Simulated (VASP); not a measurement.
Wanted: the native input for a VASP 6.6.1 run.

- Task: single point
- Functional: PBE
- Potentials or basis: VASP PAW PBE potentials, release 64 (Fe)
- Cutoff: 520 eV
- k mesh: 22 × 22 × 22
- Occupations: gaussian, width 0.05 eV
- Spin: no spin polarisation
- Dipole correction: no
- Further INCAR settings: ALGO = Fast; EDIFF = 1e-07; NBANDS = 10

The structure of Fe lies in POSCAR:

```
Fe
1.0
   -1.4155932729      1.4155932729      1.4155932729
    1.4155932729     -1.4155932729      1.4155932729
    1.4155932729      1.4155932729     -1.4155932729
Fe
1
Direct
    0.0000000000      0.0000000000      0.0000000000
```

These files were run (other wordings do the same):

INCAR

```
PREC = Accurate
ENCUT = 520
EDIFF = 1E-7
ISMEAR = 0
SIGMA = 0.05
LREAL = F
LASPH = T
NELM = 60
ALGO = Fast
ISIF = 2
LWAVE = F
LCHARG = F
GGA = PE
NBANDS = 10
```

KPOINTS

```
Automatic mesh
0
Gamma
  22 22 22
```

Potentials or basis: VASP PAW PBE potentials, release 64 (Fe).

Launch:

```bash
$ cat potpaw_PBE.64/Fe/POTCAR > POTCAR
$ mpirun -np 1 vasp_std > vasp.out
```

It gave:

The pressure is -18.0 GPa and the band gap on the k mesh is zero (band 4 reaches 6.80 eV, above the bottom of band 5 at 4.93 eV).

Caveat: the run has no spin polarisation, though such a crystal can be magnetic.

It took 15 s on 1 thread of Intel(R) Xeon(R) 6975P-C (Granite Rapids) (shared host), peak memory 0.14 GiB.
